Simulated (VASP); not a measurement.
# Be (P6_3/mmc) in VASP: notebook

Runs on Be. Level: LDA. Tasks: single point, relaxation of cell and atoms.

Everything below comes from runs of VASP 6.6.1. Logs are shortened: lines on timing, memory, paths and dates and some standing lists are left out, and cuts for length are marked.

## Step 1: The cell of the first run

It takes space group P6_3/mmc (No. 194, hexagonal). The conventional cell has a = 2.226 Å, b = 2.226 Å, c = 3.517 Å, α = 90.00°, β = 90.00°, γ = 120.00°. Be (site symmetry -6m2) has 12 Be at 2.18 to 2.23 Å within 2.9 Å.

## Step 2: Single point, LDA

INCAR

```
PREC = Accurate
ENCUT = 520
EDIFF = 1E-6
ISMEAR = 0
SIGMA = 0.15
LREAL = F
LASPH = T
NELM = 60
ALGO = Fast
ISIF = 2
LWAVE = F
LCHARG = F
GGA = CA
NBANDS = 9
```

KPOINTS

```
Automatic mesh
0
Gamma
  30 30 18
```

POSCAR

```
Be
1.0
    2.2262148884      0.0000000000      0.0000000000
   -1.1131074442      1.9279586477      0.0000000000
    0.0000000000      0.0000000000      3.5165759776
Be
2
Direct
    0.3333333333      0.6666666667      0.2500000000
    0.6666666667      0.3333333333      0.7500000000
```

Potentials or basis: VASP PAW LDA potentials, release 64 (Be).

Launch:

```sh
cat potpaw_LDA.64/Be/POTCAR > POTCAR
mpirun -np 1 vasp_std > vasp.out
```

OUTCAR:

```text
PREC = Accurate
   ENCUT = 520
   EDIFF = 1E-6
   ISMEAR = 0
   LREAL = F
   LASPH = T
   NELM = 60
   ISIF = 2
   GGA = CA

 ion  position               nearest neighbor table
   1  0.333  0.667  0.250-   2 2.18   2 2.18   2 2.18   2 2.18   2 2.18   2 2.18
   2  0.667  0.333  0.750-   1 2.18   1 2.18   1 2.18   1 2.18   1 2.18   1 2.18

  LATTYP: Found a hexagonal cell.
 ALAT       =     2.2262148884
 C/A-ratio  =     1.5796210851

  Lattice vectors:

 A1 = (   2.2262148884,   0.0000000000,   0.0000000000)
 A2 = (  -1.1131074442,   1.9279586477,   0.0000000000)
 A3 = (   0.0000000000,   0.0000000000,   3.5165759776)

Analysis of symmetry for initial positions (statically):
=====================================================================
 Subroutine PRICEL returns:
 Original cell was already a primitive cell.

 Routine SETGRP: Setting up the symmetry group for a
 hexagonal supercell.

 Subroutine GETGRP returns: Found 24 space group operations
 (whereof 12 operations were pure point group operations)
 out of a pool of 24 trial point group operations.

The static configuration has the point symmetry D_3d.
 The point group associated with its full space group is D_6h.

Analysis of symmetry for dynamics (positions and initial velocities):
=====================================================================
 Subroutine PRICEL returns:
 Original cell was already a primitive cell.

 Routine SETGRP: Setting up the symmetry group for a
 hexagonal supercell.

 Subroutine GETGRP returns: Found 24 space group operations
 (whereof 12 operations were pure point group operations)
 out of a pool of 24 trial point group operations.

The dynamic configuration has the point symmetry D_3d.
 The point group associated with its full space group is D_6h.

 Subroutine INISYM returns: Found 24 space group operations
 (whereof 12 operations are pure point group operations),
 and found     1 'primitive' translations

----------------------------------------------------------------------------------------

                                     Primitive cell

  volume of cell :      15.0933

  direct lattice vectors                    reciprocal lattice vectors
     2.226214888  0.000000000  0.000000000     0.449192935  0.259341662  0.000000000
    -1.113107444  1.927958648  0.000000000     0.000000000  0.518683324  0.000000000
     0.000000000  0.000000000  3.516575978     0.000000000  0.000000000  0.284367523

  length of vectors
     2.226214888  2.226214888  3.516575978     0.518683324  0.518683324  0.284367523

  position of ions in fractional coordinates (direct lattice)
     0.333333333  0.666666667  0.250000000
     0.666666667  0.333333333  0.750000000

  ion indices of the primitive-cell ions
   primitive index   ion index
                 1           1
                 2           2

----------------------------------------------------------------------------------------

 KPOINTS: Automatic mesh

Automatic generation of k-mesh.
 Grid dimensions read from file:
 generate k-points for:   30   30   18

 Generating k-lattice:

  Cartesian coordinates                     Fractional coordinates (reciprocal lattice)
     0.014973098  0.008644722  0.000000000     0.033333333 -0.000000000  0.000000000
     0.000000000  0.017289444  0.000000000     0.000000000  0.033333333  0.000000000
     0.000000000  0.000000000  0.015798196     0.000000000  0.000000000  0.055555556

  Length of vectors
     0.017289444  0.017289444  0.015798196

  Shift w.r.t. Gamma in fractional coordinates (k-lattice)
     0.000000000  0.000000000  0.000000000

 Subroutine IBZKPT returns following result:
 ===========================================

 Found    910 irreducible k-points:

 Following reciprocal coordinates:
            Coordinates               Weight
  0.000000  0.000000  0.000000      1.000000
  0.033333  0.000000  0.000000      6.000000
  0.066667 -0.000000  0.000000      6.000000
  0.100000  0.000000  0.000000      6.000000
  0.133333  0.000000  0.000000      6.000000
  0.166667  0.000000  0.000000      6.000000
[... 16 lines left out ...]
  0.233333  0.033333  0.000000     12.000000
  0.266667  0.033333  0.000000     12.000000
 [... further k-points ...]
   k-points           NKPTS =    910   k-points in BZ     NKDIM =    910   number of bands    NBANDS=      9
   number of dos      NEDOS =    301   number of ions     NIONS =      2
   total plane-waves  NPLWV =   9072
   dimension x,y,z NGX =    18 NGY =   18 NGZ =   28
   dimension x,y,z NGXF=    36 NGYF=   36 NGZF=   56
   ions per type =               2
   NGX,Y,Z   is equivalent  to a cutoff of  13.44, 13.44, 13.24 a.u.
   NGXF,Y,Z  is equivalent  to a cutoff of  26.88, 26.88, 26.47 a.u.
 SYSTEM =  unknown system
   PREC   = accura    normal or accurate (medium, high low for compatibility)
   ISTART =      0    job   : 0-new  1-cont  2-samecut
   ICHARG =      2    charge: 1-file 2-atom 10-const
   ISPIN  =      1    spin polarized calculation?
   LNONCOLLINEAR =      F non collinear calculations
   LSORBIT =      F    spin-orbit coupling
   LASPH  =      T    aspherical Exc in radial PAW
   ENCUT  =  520.0 eV  38.22 Ry    6.18 a.u.   4.14  4.14  6.54*2*pi/ulx,y,z
   NELM   =     60;   NELMIN=  2; NELMDL= -5     # of ELM steps
   EDIFF  = 0.1E-05   stopping-criterion for ELM
   LREAL  =      F    real-space projection
   EDIFFG = 0.1E-04   stopping-criterion for IOM
   NSW    =      0    number of steps for IOM
   IBRION =     -1    ionic relax: 0-MD 1-quasi-New 2-CG
   NFREE  =      0    steps in history (QN), initial steepest desc. (CG)
   ISIF   =      2    stress and relaxation
   ISYM   =      2    0-nonsym 1-usesym 2-fastsym
   POTIM  = 0.5000    time-step for ionic-motion
   TEBEG  =    0.0;   TEEND  =   0.0 temperature during run
   PSTRESS=    0.0 pullay stress
   NELECT =       4.0000    total number of electrons
   NUPDOWN=      -1.0000    fix difference up-down
   EMIN   =  10.00;   EMAX   =-10.00  energy-range for DOS
   EFERMI =   0.00;   METHOD = LEGACY
   ISMEAR =     0;   SIGMA  =   0.15  broadening in eV -4-tet -1-fermi 0-gaus
   EFERMI_NEDOS =   21; number of points for ismear=-14 and -15
   IALGO  =     68    algorithm
   IMIX   =      4    mixing-type and parameters
     AMIX     =   0.40;   BMIX     =  1.00
     AMIX_MAG =   1.60;   BMIX_MAG =  1.00
  volume/ion in A,a.u.               =       7.55        50.93
  Fermi-wavevector in a.u.,A,eV,Ry     =   1.051558  1.987156 15.044971  1.105774
  Thomas-Fermi vector in A             =   2.186606
   LORBIT       =      0    0 simple, 1 ext, 2 COOP (PROOUT), +10 PAW based schemes
   GGA     = CA    functional components
   LHFCALC =     F    Hartree Fock is set to
   AEXX    =    0.0000 exact exchange contribution
   IVDW    =     0    specifies the selected vdW correction
   LEPSILON=     F    determine dielectric tensor
   LRPA    =     F    only Hartree local field effects (RPA)
 non-spin polarized calculation
 RMM-DIIS sequential band-by-band and
 Gauss-broadening in eV      SIGMA  =   0.15
  energy-cutoff  :      520.00
  volume of cell :       15.09
 maximum number of plane-waves:       424
 NGX is ok and might be reduce to    18
   NGX =  9   NGY =  9   NGZ = 13

 number of electron       4.0000000 magnetization

 Free energy of the ion-electron system (eV)
  ---------------------------------------------------
  ext. energy  EPLUGINS =         0.00000000
  ---------------------------------------------------
  free energy    TOTEN  =        -8.42145681 eV

  energy without entropy =       -8.42033861  energy(sigma->0) =       -8.42089771

 E-fermi :   7.1195     XC(G=0): -10.7755

 val. band max:        7.0848315686   @ k =   0.3000   0.2000   0.0000
 cond. band min:       7.1208568536   @ k =   0.2000   0.2000   0.0000
 fundamental gap:      0.0360252849
 Fermi energy:         7.1194864584

 k-point     1 :       0.0000    0.0000    0.0000
  band No.  band energies     occupation
      1      -4.3000      2.00000
      2       2.5136      2.00000
      3       8.4900      0.00000
      4      23.5392      0.00000
      5      23.5392      0.00000
      6      26.4494      0.00000
      7      26.4494      0.00000
      8      28.4295      0.00000
      9      35.2091      0.00000

 k-point     2 :       0.0333    0.0000    0.0000
  band No.  band energies     occupation
      1      -4.2681      2.00000
      2       2.5568      2.00000
      3       8.4969      0.00000
      4      23.2674      0.00000
      5      23.3156      0.00000
      6      26.4569      0.00000
      7      26.5744      0.00000
      8      28.3733      0.00000
      9      34.4370      0.00000

 k-point     3 :       0.0667   -0.0000    0.0000
  band No.  band energies     occupation
      1      -4.1722      2.00000
      2       2.6864      2.00000
      3       8.5168      0.00000
      4      22.5183      0.00000
      5      22.7688      0.00000
      6      26.4648      0.00000
      7      26.8167      0.00000
      8      28.1935      0.00000
      9      33.2251      0.00000

 k-point     4 :       0.1000    0.0000    0.0000
  band No.  band energies     occupation
      1      -4.0122      2.00000
      2       2.9024      2.00000
      3       8.5476      0.00000
      4      21.4357      0.00000
      5      22.0788      0.00000
      6      26.4457      0.00000
      7      26.9850      0.00000
      8      27.8580      0.00000
      9      31.8926      0.00000

 k-point     5 :       0.1333    0.0000    0.0000
  band No.  band energies     occupation
      1      -3.7882      2.00000
      2       3.2043      2.00000
      3       8.5840      0.00000
      4      20.1632      0.00000
      5      21.3475      0.00000
      6      26.3616      0.00000
      7      26.9926      0.00000
      8      27.3167      0.00000
      9      30.5350      0.00000

 k-point     6 :       0.1667    0.0000    0.0000
  band No.  band energies     occupation
      1      -3.4999      2.00000
      2       3.5919      2.00000
      3       8.6165      0.00000
      4      18.8161      0.00000
      5      20.6255      0.00000
      6      26.1303      0.00000
      7      26.5198      0.00000
      8      26.8416      0.00000
      9      29.3002      0.00000
[... 169 lines left out ...]
 k-point    21 :       0.1667    0.0333    0.0000
  band No.  band energies     occupation
      1      -3.3075      2.00000
      2       3.8498      2.00000
      3       8.6321      0.00000
      4      18.1088      0.00000
      5      20.0854      0.00000
      6      25.9056      0.00000
      7      25.9839      0.00000
      8      26.6312      0.00000
      9      29.0676      0.00000

 k-point    22 :       0.2000    0.0333    0.0000
  band No.  band energies     occupation
      1      -2.9227      2.00000
      2       4.3645      2.00000
      3       8.6236      0.00000
      4      16.8111      0.00000
      5      19.4253      0.00000
      6      24.8096      0.00000
      7      25.1817      0.00000
      8      26.3205      0.00000
      9      28.3938      0.00000

 k-point    23 :       0.2333    0.0333    0.0000
  band No.  band energies     occupation
      1      -2.4740      2.00000
      2       4.9628      2.00000
      3       8.5416      0.00000
      4      15.6432      0.00000
      5      18.8158      0.00000
      6      23.4441      0.00000
      7      24.1722      0.00000
      8      25.9807      0.00000
      9      28.0598      0.00000

 k-point    24 :       0.2667    0.0333    0.0000
  band No.  band energies     occupation
      1      -1.9621      2.00000
      2       5.6430      2.00000
      3       8.3279      0.00000
      4      14.6891      0.00000
      5      18.2628      0.00000
      6      21.9672      0.00000
      7      23.0530      0.00000
      8      25.6370      0.00000
      9      27.9184      0.00000

 [... further k-points ...]

------------------------ aborting loop because EDIFF is reached ----------------------------------------

  FORCE on cell =-STRESS in cart. coord.  units (eV):
  Direction    XX          YY          ZZ          XY          YZ          ZX
  --------------------------------------------------------------------------------------
  -------------------------------------------------------------------------------------
  Total        0.0708968      0.0708968     -0.0085038      0.0000000      0.0000000      0.0000000
  in kB        7.5257918      7.5257918     -0.9026896      0.0000000      0.0000000      0.0000000
  external PRESSURE =       4.7162980 kB  Pullay stress =       0.0000000 kB

 VOLUME and BASIS-vectors are now :
 -----------------------------------------------------------------------------
  energy-cutoff  :      520.00
  volume of cell :       15.09
      direct lattice vectors                 reciprocal lattice vectors
     2.226214888  0.000000000  0.000000000     0.449192935  0.259341662  0.000000000
    -1.113107444  1.927958648  0.000000000     0.000000000  0.518683324  0.000000000
     0.000000000  0.000000000  3.516575978     0.000000000  0.000000000  0.284367523

 POSITION                                       TOTAL-FORCE (eV/Angst)
 -----------------------------------------------------------------------------------
     -0.00000      1.28531      0.87914        -0.000000      0.000000      0.000000
      1.11311      0.64265      2.63743         0.000000     -0.000000      0.000000
 -----------------------------------------------------------------------------------
    total drift:                                0.000000     -0.000000      0.000000

  FREE ENERGIE OF THE ION-ELECTRON SYSTEM (eV)
  ---------------------------------------------------
  free  energy   TOTEN  =        -8.4214568088 eV

  energy  without entropy=       -8.4203386088  energy(sigma->0) =       -8.42089771
```

Wall time 67 s (1 thread of Intel Xeon Platinum 8259CL at 2.50GHz (Skylake/Cascade Lake), shared host); peak memory 0.2 GiB.

What came out:

```yaml
Free_energy: -8.4215 eV
Pressure: 0.5 GPa
Band_gap_on_the_k_mesh: zero (band 2 reaches 8.20 eV, above the bottom of band 3 at 6.02 eV)
```

Stress tensor (GPa, compression positive):
```
 0.75  0.00  0.00
 0.00  0.75  0.00
 0.00  0.00 -0.09
```

Levels at points of the mesh, in eV from the Fermi level:
```csv
k point,band 1,band 2,band 3,band 4,band 5
"(0.00, 0.00, 0.00)",-11.42,-4.61,1.37,16.42,16.42
"(0.50, 0.00, 0.00)",-5.11,-3.08,3.71,6.69,7.07
"(0.00, 0.00, 0.50)",-9.27,-9.27,10.99,10.99,18.09
"(0.50, 0.00, 0.50)",-3.73,-3.73,1.86,1.86,12.34
```

## Step 3: Relaxation of cell and atoms, LDA

INCAR

```
  PREC = Accurate
  ENCUT = 600
  EDIFF = 1E-7
  ISMEAR = 0
  SIGMA = 0.1
  LREAL = F
  LASPH = T
  NELM = 60
  ALGO = Normal
  ISIF = 3
  LWAVE = F
  LCHARG = F
  IBRION = 2
  NSW = 100
  EDIFFG = -0.005
```

KPOINTS

```
Automatic mesh
0
Gamma
  21 21 12
```

POSCAR

```
Be
1.0
    2.2356954622      0.0000000000      0.0000000000
   -1.1178477311      1.9361690654      0.0000000000
    0.0000000000      0.0000000000      3.4902611180
Be
2
Direct
    0.3333333333      0.6666666667      0.2500000000
    0.6666666667      0.3333333333      0.7500000000
```

Potentials or basis: VASP PAW LDA potentials, release 64 (Be).

Launch:

```sh
cat potpaw_LDA.64/Be/POTCAR > POTCAR
mpirun -np 1 vasp_std > vasp.out
```

Run time: 43 s. Hardware: 1 thread of Intel Xeon Platinum 8259CL at 2.50GHz (Skylake/Cascade Lake), shared host; peak memory 0.14 GiB.

The run converged. Its results:

- Free energy: -8.4166 eV
- Relaxed volume: 7.57 Å³/atom
- Relaxed cell: a = 2.229 Å, b = 2.229 Å, c = 3.520 Å, α = 90.00°, β = 90.00°, γ = 120.00°
- Space group after relaxing (to 0.05 Å): P6_3/mmc (No. 194)
- Energy gained by relaxing: 0.8 meV/atom
- Ionic steps: 4
- Pressure after relaxing: 0.0 GPa
- Band gap on the k mesh: zero (band 2 reaches 8.10 eV, above the bottom of band 3 at 5.99 eV)

The path:
```
step  energy change (eV)  largest force (eV/Å)  pressure (GPa)  volume (Å³)
   1              0.0000                0.0000            0.48        15.11
   2             -0.0016                0.0000           -0.08        15.16
   3             -0.0016                0.0000           -0.16        15.16
   4             -0.0016                0.0000           -0.02        15.15
```

Final structure:
```
Be
1.0
     2.22905    0.00000    0.00000
    -1.11453    1.93041    0.00000
     0.00000    0.00000    3.52028
Be
2
Direct
  0.33333 0.66667 0.25000
  0.66667 0.33333 0.75000
```

Levels at points of the mesh, in eV from the Fermi level:
| k point | band 1 | band 2 | band 3 | band 4 | band 5 | band 6 |
| --- | --- | --- | --- | --- | --- | --- |
| (0.00, 0.00, 0.00) | -11.47 | -4.66 | 1.29 | 16.30 | 16.30 | 19.20 |
| (0.00, 0.00, 0.50) | -9.32 | -9.32 | 10.90 | 10.90 | 17.96 | 17.96 |
